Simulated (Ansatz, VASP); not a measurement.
Na in VASP and in Ansatz

```xyz
1
Lattice="-2.0837 2.0837 2.0837 2.0837 -2.0837 2.0837 2.0837 2.0837 -2.0837" Properties=species:S:1:pos:R:3 pbc="T T T"
Na    0.0000    0.0000    0.0000
```

Alike in both runs: functional PBEsol; k mesh 14 × 14 × 14; occupations gaussian, width 0.1 eV; no spin polarisation.

Ansatz relaxed the structure, and its values are those at the end. VASP's run is a single point on that final structure, the one shown.

|  | VASP | Ansatz |
| --- | --- | --- |
| version | VASP 6.6.1 | Ansatz 0.2.0 |
| potentials or method | VASP PAW PBE potentials, release 64 (Na_pv), cutoff 520 eV | scalar-relativistic, plane waves, PAW |
| valence electrons in the cell | 7 | 9 |

|  | VASP | Ansatz | Ansatz less VASP |
| --- | --- | --- | --- |
| gap on the k mesh at the Fermi level (eV) | none | none | - |
| pressure (GPa) | 0.0 | 0.0 | 0.00 |

VASP's potentials were made for PBE, not for PBEsol. A gap of «none» marks a metal or a gap that the smearing closes. The functional is the same, so the differences come from potentials, cutoffs and numerics. VASP's potentials hold 7 valence electrons a cell and Ansatz's 9, so a difference there can come from the potentials and not from the codes.
